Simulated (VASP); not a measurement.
Write the native input for VASP 6.6.1 that does the following.

| Quantity | Value |
| --- | --- |
| Task | single point |
| Functional | PBEsol |
| Potentials or basis | VASP PAW PBE potentials, release 64 (Mg, C) |
| Cutoff | 600 eV |
| k mesh | 4 × 4 × 4 |
| Occupations | methfessel-paxton, width 0.01 eV |
| Spin | no spin polarisation |
| Dipole correction | no |
| Further INCAR settings | ALGO = Normal; EDIFF = 1e-06; NBANDS = 12 |

The structure of MgC2 lies in POSCAR:

```
MgC2
1.0
    0.0000000000      2.5165043754      2.5165043754
    2.5165043754      0.0000000000      2.5165043754
    2.5165043754      2.5165043754      0.0000000000
Mg C
1 2
Direct
    0.0000000000      0.0000000000      0.0000000000
    0.2500000000      0.2500000000      0.2500000000
    0.7500000000      0.7500000000      0.7500000000
```

The input as run:

INCAR

```
SYSTEM = MgC2
PREC = Accurate ; ENCUT = 600
EDIFF = 1E-6 ; ISMEAR = 1
SIGMA = 0.01 ; LREAL = .False.
LASPH = .True. ; NELM = 120
ALGO = Normal ; ISIF = 2
LWAVE = .False. ; LCHARG = .False.
GGA = PS ; NBANDS = 12
GGA_COMPAT = .False.
```

KPOINTS

```
regular mesh
0
Gamma
  4 4 4
  0 0 0
```

Potentials or basis: VASP PAW PBE potentials, release 64 (Mg, C).

Command:

```sh
$ cat potpaw_PBE.64/Mg/POTCAR potpaw_PBE.64/C/POTCAR > POTCAR
$ mpirun -np 1 vasp_std > vasp.out
```

Results of the run:

```json
{"Pressure": "0.1 GPa", "Band gap on the k mesh": "zero (bands 5 and 6 overlap by 0.49 eV)"}
```

Caveat: the k points lie up to 0.54 Å⁻¹ apart; the PAW data sets were made with another functional, which shifts forces and pressure a little.

Run time: 8.1 s on 1 thread of Intel(R) Xeon(R) Platinum 8375C CPU @ 2.90GHz (Ice Lake) (shared host), peak memory 0.14 GiB.
